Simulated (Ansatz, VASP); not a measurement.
## Al3Si2F in VASP and in Ansatz

```
Al Si F
1.0
     2.84576   -0.00248    0.36387
     0.00788    7.63523   -0.00799
     1.19980    0.00900    9.47784
Al Si F
6 4 2
Direct
  0.42082 0.00069 0.99513
  0.42079 0.49928 0.99511
  0.64945 0.00004 0.25639
  0.64957 0.49998 0.25638
  0.32284 0.25001 0.61287
  0.32291 0.75000 0.61245
  0.02191 0.24997 0.87887
  0.05658 0.74999 0.87903
  0.91658 0.00009 0.49953
  0.91668 0.49992 0.49953
  0.65192 0.25001 0.25760
  0.64995 0.75001 0.25710
```

Change from the starting cell: cell x2, atoms moved at random (sigma 0.05 Å) and cell strained at random (1.5 %), then relaxed without symmetry.

Alike in both runs: functional PBE; k mesh 8 × 4 × 4; occupations gaussian, width 0.2 eV; no spin polarisation.

Ansatz relaxed the structure, and its values are those at the end. VASP's run is a single point on that final structure, the one shown.

```csv
,VASP,Ansatz
version,VASP 6.6.1,Ansatz 0.2.0
potentials or method,"VASP PAW PBE potentials, release 64 (Al, Si, F), cutoff 520 eV","scalar-relativistic, plane waves, PAW"
valence electrons in the cell,48,48
```

Ansatz gave:

* gap on the k mesh at the Fermi level (eV): none
* pressure (GPa): 0.0

Task: Which values does VASP return?

Result: gap on the k mesh at the Fermi level (eV): none; pressure (GPa): -0.1.

A gap of «none» marks a metal or a gap that the smearing closes.
